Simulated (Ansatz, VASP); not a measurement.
One calculation of PtSe2, two programs

Contents of INCAR:

```
ALGO = Normal
EDIFF = 1E-7
ENCUT = 520
GGA = PS
ISIF = 2
ISMEAR = 0
LASPH = True
LCHARG = False
LREAL = False
LWAVE = False
NBANDS = 18
NELM = 100
PREC = Accurate
SIGMA = 0.1
```

KPOINTS

```
k-points
0
Gamma
  15 15 8
```

POSCAR

```
PtSe2
1.0
    3.5823396216      0.0000000000      0.0000000000
   -1.7911698108      3.1023971173      0.0000000000
    0.0000000000      0.0000000000      5.1731615200
Pt Se
1 2
Direct
    0.0000000000      0.0000000000      0.0000000000
    0.3333333333      0.6666666667      0.2427415357
    0.6666666667      0.3333333333      0.7572584643
```

Input for Ansatz:

```yaml
crystal:
  lattice:
    - [3.5823396216, 0.0, 0.0]
    - [-1.7911698108, 3.1023971173, 0.0]
    - [0.0, 0.0, 5.17316152]
  atoms:
    - { symbol: Pt, position: [0.0, 0.0, 0.0] }
    - { symbol: Se, position: [0.3333333333, 0.6666666667, 0.2427415357] }
    - { symbol: Se, position: [0.6666666667, 0.3333333333, 0.7572584643] }
basis:
  ecutwfc: 420
kpoints:
  mp_grid: { grid: [15, 15, 8] }
hamiltonian:
  xc: pbesol
scf:
  occupations: { method: gaussian, width: 0.1 }
output:
  forces: true
  stress: true
  eigenvalues: true
```

Alike in both runs: task single point; functional PBEsol; k mesh 15 × 15 × 8; occupations gaussian, width 0.1 eV; no spin polarisation.

|  | VASP | Ansatz |
| --- | --- | --- |
| version | VASP 6.6.1 | Ansatz 0.2.0 |
| potentials or method | VASP PAW PBE potentials, release 64 (Pt, Se), cutoff 520 eV | scalar-relativistic, plane waves, PAW |
| valence electrons in the cell | 22 | 50 |

```tsv
	VASP	Ansatz	Ansatz less VASP
gap on the k mesh at the Fermi level (eV)	none	none	-
pressure (GPa)	16.9	16.7	-0.23
traceless stress, the component that is largest in VASP (GPa)	-5.28	-5.21	+0.065
rms of the force components (eV/Å)	0.741	0.728	-0.0135
```

VASP's potentials were made for PBE, not for PBEsol. Atom by atom the forces differ by 0.014 eV/Å (rms over components). A gap of «none» marks a metal or a gap that the smearing closes. VASP's potentials hold 22 valence electrons a cell and Ansatz's 50, so a difference there can come from the potentials and not from the codes.

Spin-orbit coupling is off throughout.
